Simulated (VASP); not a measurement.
Al3Cu: relaxation of shape and atoms at fixed volume with PBEsol

Crystal: Al3Cu.

```
Al Cu
1.0
     2.66631    0.00000    0.00000
     0.00000    2.66631    0.00000
     0.00000    0.00000    7.27166
Al Cu
3 1
Direct
  0.00000 0.00000 0.50000
  0.50000 0.50000 0.22461
  0.50000 0.50000 0.77539
  0.00000 0.00000 0.00000
```

This cell differs from its parent crystal: volume scaled by 0.88.

- Program: VASP 6.6.1
- Task: relaxation of shape and atoms at fixed volume
- Functional: PBEsol
- Potentials or basis: VASP PAW PBE potentials, release 64 (Al, Cu)
- Cutoff: 600 eV
- k mesh: 16 × 16 × 6
- Occupations: gaussian, width 0.1 eV
- Spin: no spin polarisation
- Dipole correction: no
- Further INCAR settings: ALGO = Fast; EDIFF = 1e-07; IBRION = 2; EDIFFG = -0.01; NSW = 50; ISIF = 4

The energy gained by relaxing is 0.3 meV/atom, the ionic steps are 3 and the pressure after relaxing is 17.2 GPa. The largest force after relaxing is 0.007 eV/Å and the band gap on the k mesh is zero (band 10 reaches 14.47 eV, above the bottom of band 11 at 8.02 eV).

Forces on the atoms (eV/Å):
```
Al   0.000  0.000  0.000
Al   0.000  0.000 -0.007
Al   0.000  0.000  0.007
Cu   0.000  0.000  0.000
```

The path:
```
step  energy change (eV)  largest force (eV/Å)  pressure (GPa)  volume (Å³)
   1              0.0000                0.1001           17.39        51.70
   2             -0.0008                0.0552           17.30        51.70
   3             -0.0011                0.0065           17.19        51.70
```

Final structure:
```
Al Cu
1.0
     2.66757    0.00000    0.00000
     0.00000    2.66757    0.00000
     0.00000    0.00000    7.26480
Al Cu
3 1
Direct
  0.00000 0.00000 0.50000
  0.50000 0.50000 0.22621
  0.50000 0.50000 0.77379
  0.00000 0.00000 0.00000
```

Levels at points of the mesh, in eV from the Fermi level:
| k point | band 7 | band 8 | band 9 | band 10 | band 11 | band 12 | band 13 | band 14 |
| --- | --- | --- | --- | --- | --- | --- | --- | --- |
| (0.00, 0.00, 0.00) | -4.01 | -3.54 | -2.00 | 0.70 | 6.40 | 7.27 | 7.27 | 8.11 |
| (0.50, 0.00, 0.00) | -4.11 | -4.00 | -3.89 | -2.50 | -1.89 | 2.76 | 4.27 | 4.45 |
| (0.50, 0.50, 0.00) | -2.84 | -0.65 | -0.36 | 0.06 | 0.06 | 0.45 | 0.45 | 0.45 |
| (0.00, 0.00, 0.50) | -4.01 | -3.90 | -3.54 | 4.44 | 6.06 | 6.36 | 7.82 | 7.82 |
| (0.50, 0.00, 0.50) | -4.11 | -3.89 | -2.85 | -1.18 | -1.00 | 0.06 | 1.16 | 9.12 |
| (0.50, 0.50, 0.50) | -2.03 | -1.94 | -1.94 | -0.70 | -0.64 | 0.57 | 2.29 | 3.23 |

It took 4.5 min on 1 thread of Intel Xeon 6975P-C, with other jobs on the host, peak memory 0.32 GiB.

Caveat: the cell differs from its parent crystal (volume scaled by 0.88); the PAW data sets were made with another functional, which shifts forces and pressure a little.
